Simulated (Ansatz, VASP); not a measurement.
# One calculation of Cr, two programs

```
Cr
1.0
    -1.25966    1.25966    1.88949
     1.25966   -1.25966    1.88949
     1.25966    1.25966   -1.88949
Cr
1
Cartesian
  0.0000 0.0000 0.0000
```

Alike in both runs: task single point; functional PBE; k mesh 26 × 26 × 26; occupations gaussian, width 0.15 eV; no spin polarisation.

```csv
,VASP,Ansatz
version,VASP 6.6.1,Ansatz 0.2.0
potentials or method,"VASP PAW PBE potentials, release 64 (Cr_pv), cutoff 520 eV","scalar-relativistic, plane waves, PAW"
valence electrons in the cell,12,14
```

Ansatz gave:

```
gap on the k mesh at the Fermi level (eV)                     : none
pressure (GPa)                                                : -2.4
traceless stress, the component that is largest in VASP (GPa) : 8.84
```

**Question.** Which values does VASP return?

**Answer.** gap on the k mesh at the Fermi level (eV): none; pressure (GPa): -2.8; traceless stress, the component that is largest in VASP (GPa): 8.77.

A gap of «none» marks a metal or a gap that the smearing closes. VASP's potentials hold 12 valence electrons a cell and Ansatz's 14, so a difference there can come from the potentials and not from the codes.
